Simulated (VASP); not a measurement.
**CsO: single point with LDA**

Crystal: CsO.

```xyz
4
Lattice="-2.0530 3.0543 3.8525 2.0530 -3.0543 3.8525 2.0530 3.0543 -3.8525" Properties=species:S:1:pos:R:3 pbc="T T T"
Cs    0.0000    0.0000    1.9262
Cs    0.0000    0.0000    5.7787
O     0.0000    3.7873    0.0000
O     0.0000    2.3212    0.0000
```

This cell differs from its parent crystal: strain -0.050 along x and y, +0.025 along z.

- Program: VASP 6.6.1
- Task: single point
- Functional: LDA
- Potentials or basis: VASP PAW LDA potentials, release 64 (Cs_sv, O)
- Cutoff: 520 eV
- k mesh: 8 × 8 × 8
- Occupations: gaussian, width 0.05 eV
- Spin: no spin polarisation

* Pressure: -0.7 GPa
* Largest force: 0.240 eV/Å
* Band gap on the k mesh: 1.59 eV (least direct gap 1.79 eV)

Forces in eV/Å, atoms in the order of the input:
```
Cs   0.000  0.000  0.147
Cs   0.000  0.000 -0.147
O    0.000  0.240  0.000
O    0.000 -0.240  0.000
```

Stress tensor (GPa, compression positive):
```
-0.10  0.00  0.00
 0.00  1.07  0.00
 0.00  0.00 -2.98
```

Levels at points of the mesh, in eV from the valence-band top:
| k point | band 13 | band 14 | band 15 | band 16 | band 17 | band 18 |
| --- | --- | --- | --- | --- | --- | --- |
| (0.00, 0.00, 0.00) | -4.09 | -0.73 | 0.00 | 1.79 | 2.21 | 2.63 |
| (0.50, 0.00, 0.00) | -4.02 | -0.55 | -0.53 | 2.37 | 3.33 | 3.79 |
| (0.00, 0.50, 0.00) | -3.63 | -0.97 | -0.41 | 2.81 | 3.63 | 5.07 |
| (0.50, 0.50, 0.00) | -3.83 | -0.97 | -0.88 | 2.57 | 2.96 | 3.45 |
| (0.50, 0.50, 0.50) | -3.87 | -0.88 | -0.44 | 1.59 | 3.37 | 3.88 |

Wall time 4.6 min on 1 thread of Intel Xeon 8259CL (shared host), peak memory 0.32 GiB.

Caveat: the cell differs from its parent crystal (strain -0.050 along x and y, +0.025 along z); spin-orbit coupling is left out, which moves the levels of the heavy elements. A k mesh can miss the band edges.
